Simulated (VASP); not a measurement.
# P (Cmce) in VASP: single point with r2SCAN

Aim: the single point of P with r2SCAN.

All numbers are computed with VASP 6.6.1; they aren't measurements. Logs are shortened: lines on timing, memory, paths and dates and some standing lists are left out, and cuts for length are marked.

## 1. The cell of the first run

It takes space group Cmce (No. 64, orthorhombic). The conventional cell has a = 3.382 Å, b = 10.211 Å, c = 4.146 Å, α = 90.00°, β = 90.00°, γ = 90.00°. P (site symmetry m) has 3 P at 2.14 to 2.15 Å within 2.8 Å.

## 2. Single point, r2SCAN

Contents of POSCAR:

```
P
1.0
   -3.3819670000      0.0000000000      0.0000000000
    0.0000000000     -4.1459380000      0.0000000000
    1.6909840000      0.0000000000      5.1055590000
P
4
Direct
    0.0980000000      0.9100000000      0.1960000000
    0.5980000000      0.5900000000      0.1960000000
    0.9020000000      0.0900000000      0.8040000000
    0.4020000000      0.4100000000      0.8040000000
```

Contents of INCAR.step1:

```
ALGO = Normal
EDIFF = 1E-4
ENCUT = 520
GGA = PE
ISMEAR = -1
LASPH = T
LCHARG = F
LREAL = F
LWAVE = T
NBANDS = 18
NELM = 100
PREC = Accurate
SIGMA = 0.1
```

Contents of INCAR.step2:

```
ALGO = Normal
EDIFF = 1E-6
ENCUT = 520
ISIF = 2
ISMEAR = -1
ISTART = 1
LASPH = T
LCHARG = F
LMIXTAU = T
LREAL = F
LWAVE = F
METAGGA = R2SCAN
NBANDS = 18
NELM = 100
PREC = Accurate
SIGMA = 0.1
```

Contents of KPOINTS:

```
k-points
0
Gamma
  10 8 10
```

Potentials or basis: VASP PAW PBE potentials, release 64 (P).

Started as:

```console
cat potpaw_PBE.64/P/POTCAR > POTCAR
cp INCAR.step1 INCAR
mpirun -np 1 vasp_std > vasp.out
cp INCAR.step2 INCAR
mpirun -np 1 vasp_std > vasp.out
```

OUTCAR:

```text
EDIFF = 1E-6
   ENCUT = 520
   ISIF = 2
   ISMEAR = -1
   ISTART = 1
   LASPH = T
   LREAL = F
   METAGGA = R2SCAN
   NELM = 100
   PREC = Accurate

 ion  position               nearest neighbor table
   1  0.098  0.910  0.196-   3 2.14   2 2.15   2 2.15
   2  0.598  0.590  0.196-   4 2.14   1 2.15   1 2.15
   3  0.902  0.090  0.804-   1 2.14   4 2.15   4 2.15
   4  0.402  0.410  0.804-   2 2.14   3 2.15   3 2.15

  LATTYP: Found a base centered orthorhombic cell.
 ALAT       =     3.3819670000
 B/A-ratio  =     3.0192837482
 C/A-ratio  =     1.2258954626

  Lattice vectors:

 A1 = (   1.6909830000,   0.0000000000,  -5.1055590000)
 A2 = (   1.6909840000,   0.0000000000,   5.1055590000)
 A3 = (   0.0000000000,  -4.1459380000,   0.0000000000)

Analysis of symmetry for initial positions (statically):
=====================================================================
 Subroutine PRICEL returns:
 Original cell was already a primitive cell.

 Routine SETGRP: Setting up the symmetry group for a
 base centered orthorhombic supercell.

 Subroutine GETGRP returns: Found  8 space group operations
 (whereof  4 operations were pure point group operations)
 out of a pool of  8 trial point group operations.

The static configuration has the point symmetry C_2h.
 The point group associated with its full space group is D_2h.

Analysis of symmetry for dynamics (positions and initial velocities):
=====================================================================
 Subroutine PRICEL returns:
 Original cell was already a primitive cell.

 Routine SETGRP: Setting up the symmetry group for a
 base centered orthorhombic supercell.

 Subroutine GETGRP returns: Found  8 space group operations
 (whereof  4 operations were pure point group operations)
 out of a pool of  8 trial point group operations.

The dynamic configuration has the point symmetry C_2h.
 The point group associated with its full space group is D_2h.

 Subroutine INISYM returns: Found  8 space group operations
 (whereof  4 operations are pure point group operations),
 and found     1 'primitive' translations

----------------------------------------------------------------------------------------

                                     Primitive cell

  volume of cell :      71.5872

  direct lattice vectors                    reciprocal lattice vectors
    -3.381967000  0.000000000  0.000000000    -0.295685913  0.000000000  0.097932498
     0.000000000 -4.145938000  0.000000000     0.000000000 -0.241199941  0.000000000
     1.690984000  0.000000000  5.105559000     0.000000000  0.000000000  0.195864939

  length of vectors
     3.381967000  4.145938000  5.378304528     0.311481835  0.241199941  0.195864939

  position of ions in fractional coordinates (direct lattice)
     0.098000000  0.910000000  0.196000000
     0.598000000  0.590000000  0.196000000
     0.902000000  0.090000000  0.804000000
     0.402000000  0.410000000  0.804000000

  ion indices of the primitive-cell ions
   primitive index   ion index
                 1           1
                 2           2
                 3           3
                 4           4

----------------------------------------------------------------------------------------

 KPOINTS: k-points

Automatic generation of k-mesh.
 Grid dimensions read from file:
 generate k-points for:   10    8   10

 Generating k-lattice:

  Cartesian coordinates                     Fractional coordinates (reciprocal lattice)
    -0.029568591  0.000000000  0.009793250     0.100000000  0.000000000 -0.000000000
     0.000000000 -0.030149993  0.000000000     0.000000000  0.125000000  0.000000000
     0.000000000  0.000000000  0.019586494     0.000000000  0.000000000  0.100000000

  Length of vectors
     0.031148183  0.030149993  0.019586494

  Shift w.r.t. Gamma in fractional coordinates (k-lattice)
     0.000000000  0.000000000  0.000000000

 Subroutine IBZKPT returns following result:
 ===========================================

 Found    155 irreducible k-points:

 Following reciprocal coordinates:
            Coordinates               Weight
  0.000000  0.000000  0.000000      1.000000
  0.100000  0.000000  0.000000      4.000000
  0.200000  0.000000  0.000000      4.000000
  0.300000  0.000000  0.000000      4.000000
  0.400000  0.000000  0.000000      4.000000
  0.500000  0.000000  0.000000      2.000000
[... 16 lines left out ...]
  0.400000  0.375000  0.000000      8.000000
  0.500000  0.375000  0.000000      4.000000
 [... further k-points ...]
   k-points           NKPTS =    155   k-points in BZ     NKDIM =    155   number of bands    NBANDS=     18
   number of dos      NEDOS =    301   number of ions     NIONS =      4
   total plane-waves  NPLWV =  35840
   dimension x,y,z NGX =    28 NGY =   32 NGZ =   40
   dimension x,y,z NGXF=    56 NGYF=   64 NGZF=   80
   ions per type =               4
   NGX,Y,Z   is equivalent  to a cutoff of  13.76, 12.83, 12.36 a.u.
   NGXF,Y,Z  is equivalent  to a cutoff of  27.53, 25.66, 24.73 a.u.
 SYSTEM =  unknown system
   PREC   = accura    normal or accurate (medium, high low for compatibility)
   ISTART =      1    job   : 0-new  1-cont  2-samecut
   ICHARG =      0    charge: 1-file 2-atom 10-const
   ISPIN  =      1    spin polarized calculation?
   LNONCOLLINEAR =      F non collinear calculations
   LSORBIT =      F    spin-orbit coupling
   LASPH  =      T    aspherical Exc in radial PAW
   ENCUT  =  520.0 eV  38.22 Ry    6.18 a.u.   6.29  7.71 10.00*2*pi/ulx,y,z
   NELM   =    100;   NELMIN=  2; NELMDL=  0     # of ELM steps
   EDIFF  = 0.1E-05   stopping-criterion for ELM
   LREAL  =      F    real-space projection
   EDIFFG = 0.1E-04   stopping-criterion for IOM
   NSW    =      0    number of steps for IOM
   IBRION =     -1    ionic relax: 0-MD 1-quasi-New 2-CG
   NFREE  =      0    steps in history (QN), initial steepest desc. (CG)
   ISIF   =      2    stress and relaxation
   ISYM   =      2    0-nonsym 1-usesym 2-fastsym
   POTIM  = 0.5000    time-step for ionic-motion
   TEBEG  =    0.0;   TEEND  =   0.0 temperature during run
   PSTRESS=    0.0 pullay stress
   NELECT =      20.0000    total number of electrons
   NUPDOWN=      -1.0000    fix difference up-down
   EMIN   =  10.00;   EMAX   =-10.00  energy-range for DOS
   EFERMI =   0.00;   METHOD = LEGACY
   ISMEAR =    -1;   SIGMA  =   0.10  broadening in eV -4-tet -1-fermi 0-gaus
   EFERMI_NEDOS =   21; number of points for ismear=-14 and -15
   IALGO  =     38    algorithm
   IMIX   =      4    mixing-type and parameters
     AMIX     =   0.40;   BMIX     =  1.00
     AMIX_MAG =   1.60;   BMIX_MAG =  1.00
  volume/ion in A,a.u.               =      17.90       120.77
  Fermi-wavevector in a.u.,A,eV,Ry     =   1.070220  2.022422 15.583712  1.145371
  Thomas-Fermi vector in A             =   2.205923
   LORBIT       =      0    0 simple, 1 ext, 2 COOP (PROOUT), +10 PAW based schemes
   METAGGA = R2SCAN    functional components
   LHFCALC =     F    Hartree Fock is set to
   AEXX    =    0.0000 exact exchange contribution
   IVDW    =     0    specifies the selected vdW correction
   LEPSILON=     F    determine dielectric tensor
   LRPA    =     F    only Hartree local field effects (RPA)
 non-spin polarized calculation
  energy-cutoff  :      520.00
  volume of cell :       71.59
 maximum number of plane-waves:      1945
 NGX is ok and might be reduce to    28
   NGX = 13   NGY = 15   NGZ = 21

 number of electron      19.9999999 magnetization

 Free energy of the ion-electron system (eV)
  ---------------------------------------------------
  ext. energy  EPLUGINS =         0.00000000
  ---------------------------------------------------
  free energy    TOTEN  =       -35.53539496 eV

  energy without entropy =      -35.53006192  energy(sigma->0) =      -35.53272844

 E-fermi :   7.2532     XC(G=0): -10.5265

 val. band max:        7.1482021100   @ k =   0.1000   0.0000   0.3000
 cond. band min:       7.3383903726   @ k =   0.0000   0.1250   0.4000
 fundamental gap:      0.1901882626
 Fermi energy:         7.2532310070

 k-point     1 :       0.0000    0.0000    0.0000
  band No.  band energies     occupation
      1     -10.2657      2.00000
      2      -6.5529      2.00000
      3      -2.9901      2.00000
      4      -0.4925      2.00000
      5       1.5376      2.00000
      6       1.9454      2.00000
[... 10 lines left out ...]
     17      14.5027      0.00000
     18      14.7996      0.00000

 k-point     2 :       0.1000    0.0000    0.0000
  band No.  band energies     occupation
      1     -10.1401      2.00000
      2      -6.4433      2.00000
      3      -3.1665      2.00000
      4      -0.3720      2.00000
      5       1.1318      2.00000
      6       2.0432      2.00000
[... 10 lines left out ...]
     17      13.4766      0.00000
     18      15.0285      0.00000

 k-point     3 :       0.2000    0.0000    0.0000
  band No.  band energies     occupation
      1      -9.7658      2.00000
      2      -6.1137      2.00000
      3      -3.7874      2.00000
      4      -0.0236      2.00000
      5       0.4228      2.00000
      6       0.6759      2.00000
[... 10 lines left out ...]
     17      12.1453      0.00000
     18      15.0425      0.00000

 k-point     4 :       0.3000    0.0000    0.0000
  band No.  band energies     occupation
      1      -9.1500      2.00000
      2      -5.5615      2.00000
      3      -4.8434      2.00000
      4      -1.1275      2.00000
      5       0.5009      2.00000
      6       0.6029      2.00000
[... 10 lines left out ...]
     17      12.9379      0.00000
     18      14.7819      0.00000

 k-point     5 :       0.4000    0.0000    0.0000
  band No.  band energies     occupation
      1      -8.3076      2.00000
      2      -6.0747      2.00000
      3      -4.7843      2.00000
      4      -2.5561      2.00000
      5       0.9128      2.00000
      6       1.0395      2.00000
[... 10 lines left out ...]
     17      14.6917      0.00000
     18      14.7962      0.00000

 k-point     6 :       0.5000    0.0000    0.0000
  band No.  band energies     occupation
      1      -7.2653      2.00000
      2      -7.2653      2.00000
      3      -3.7810      2.00000
      4      -3.7810      2.00000
      5       1.2085      2.00000
      6       1.2085      2.00000
[... 10 lines left out ...]
     17      14.6347      0.00000
     18      14.6347      0.00000

 k-point     7 :       0.0000    0.1250    0.0000
  band No.  band energies     occupation
      1     -10.1587      2.00000
      2      -6.7214      2.00000
      3      -3.0447      2.00000
      4      -0.5021      2.00000
      5       1.6184      2.00000
      6       2.3342      2.00000
[... 10 lines left out ...]
     17      15.3723      0.00000
     18      15.3812      0.00000

 k-point     8 :       0.1000    0.1250    0.0000
  band No.  band energies     occupation
      1     -10.0337      2.00000
      2      -6.6135      2.00000
      3      -3.1782      2.00000
      4      -0.3966      2.00000
      5       1.0235      2.00000
      6       1.8921      2.00000
[... 10 lines left out ...]
     17      14.3800      0.00000
     18      14.9673      0.00000
[... 229 lines left out ...]
     17      14.7130      0.00000
     18      15.4703      0.00000

 k-point    20 :       0.1000    0.3750    0.0000
  band No.  band energies     occupation
      1      -9.2148      2.00000
      2      -7.8119      2.00000
      3      -2.6893      2.00000
      4      -1.2904      2.00000
      5       1.3692      2.00000
      6       1.8107      2.00000
[... 10 lines left out ...]
     17      15.0774      0.00000
     18      15.4215      0.00000

 k-point    21 :       0.2000    0.3750    0.0000
  band No.  band energies     occupation
      1      -8.8581      2.00000
      2      -7.4889      2.00000
      3      -2.8792      2.00000
      4      -1.4231      2.00000
      5       0.2314      2.00000
      6       0.9642      2.00000
[... 10 lines left out ...]
     17      14.7800      0.00000
     18      15.3752      0.00000

 k-point    22 :       0.3000    0.3750    0.0000
  band No.  band energies     occupation
      1      -8.2812      2.00000
      2      -6.9991      2.00000
      3      -3.5061      2.00000
      4      -2.1473      2.00000
      5      -0.2424      2.00000
      6       0.5362      2.00000
[... 10 lines left out ...]
     17      14.2691      0.00000
     18      14.5165      0.00000

 k-point    23 :       0.4000    0.3750    0.0000
  band No.  band energies     occupation
      1      -7.5293      2.00000
      2      -6.5466      2.00000
      3      -4.2718      2.00000
      4      -3.2684      2.00000
      5       0.0119      2.00000
      6       0.8159      2.00000
[... 10 lines left out ...]
     17      14.3679      0.00000
     18      15.1261      0.00000

 k-point    24 :       0.5000    0.3750    0.0000
  band No.  band energies     occupation
      1      -6.7629      2.00000
      2      -6.7629      2.00000
      3      -4.1947      2.00000
      4      -4.1947      2.00000
      5       0.6465      2.00000
      6       0.6465      2.00000
[... 10 lines left out ...]
     17      14.6777      0.00000
     18      14.6777      0.00000

 [... further k-points ...]

------------------------ aborting loop because EDIFF is reached ----------------------------------------

  FORCE on cell =-STRESS in cart. coord.  units (eV):
  Direction    XX          YY          ZZ          XY          YZ          ZX
  --------------------------------------------------------------------------------------
  -------------------------------------------------------------------------------------
  Total        1.6828094      5.3297645      5.3923756      0.0000000      0.0000000      0.0000005
  in kB       37.6625776    119.2842575    120.6855424      0.0000000      0.0000000      0.0000118
  external PRESSURE =      92.5441258 kB  Pullay stress =       0.0000000 kB

 VOLUME and BASIS-vectors are now :
 -----------------------------------------------------------------------------
  energy-cutoff  :      520.00
  volume of cell :       71.59
      direct lattice vectors                 reciprocal lattice vectors
    -3.381967000  0.000000000  0.000000000    -0.295685913  0.000000000  0.097932498
     0.000000000 -4.145938000  0.000000000     0.000000000 -0.241199941  0.000000000
     1.690984000  0.000000000  5.105559000     0.000000000  0.000000000  0.195864939

 POSITION                                       TOTAL-FORCE (eV/Angst)
 -----------------------------------------------------------------------------------
      0.00000     -3.77280      1.00069         0.000000     -0.901467      1.055444
     -1.69098     -2.44610      1.00069         0.000000      0.901467      1.055444
     -1.69098     -0.37313      4.10487        -0.000000      0.901467     -1.055444
      0.00000     -1.69983      4.10487        -0.000000     -0.901467     -1.055444
 -----------------------------------------------------------------------------------
    total drift:                               -0.000000     -0.000000      0.000000

  FREE ENERGIE OF THE ION-ELECTRON SYSTEM (eV)
  ---------------------------------------------------
  free  energy   TOTEN  =       -35.5353949610 eV

  energy  without entropy=      -35.5300619224  energy(sigma->0) =      -35.53272844
```

Run time: 8.4 min. Hardware: 1 thread of Intel Xeon Platinum 8259CL at 2.50GHz (Skylake/Cascade Lake), shared host; peak memory 0.27 GiB.

What came out:

- Free energy: -35.5354 eV
- Pressure: 9.3 GPa
- Largest force: 1.388 eV/Å
- Band gap on the k mesh: zero (bands 10 and 11 overlap by 0.01 eV)

Forces in eV/Å, atoms in the order of the input:
```
P    0.000 -0.901  1.055
P    0.000  0.901  1.055
P    0.000  0.901 -1.055
P    0.000 -0.901 -1.055
```

Stress tensor (GPa, compression positive):
```
 3.77  0.00  0.00
 0.00 11.93  0.00
 0.00  0.00 12.07
```

Caveat: the cell stands under pressure; the PAW data sets were made with another functional, which shifts forces and pressure a little.
